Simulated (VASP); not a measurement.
Runs of VASP 6.6.1 on BaO. The structure is that of space group Fm-3m (No. 225), or close to it. The cells are those of the table. 

```tsv
cell	gap on the mesh (eV)	pressure (GPa)
a = 4.047 Å, angles 60.0°, 2 atoms	(b)	(c)
a = 3.854 Å, angles 60.0°, 2 atoms	1.79	7.5
a = 3.984 Å, angles 60.0°, 2 atoms	2.13	-0.8
a = 3.785 Å, angles 60.0°, 2 atoms	(a)	13.6
a = 3.920 Å, angles 60.0°, 2 atoms	1.98	2.8
```

Alike in all rows: task single point; level PBE; potentials or basis VASP PAW PBE potentials, release 64 (Ba_sv, O); no spin polarisation; k mesh 4 × 4 × 4; cutoff (eV) 600; smearing gaussian 0.01 eV.

Problem. Estimate the missing entries.

Solution. (a) 1.55; (b) 2.25; (c) -3.5.

Caveats: all runs use coarse meshes; spin-orbit coupling is left out, which moves the levels of the heavy elements.

A k mesh can miss the band edges, and the runs leave out spin-orbit coupling on Ba.
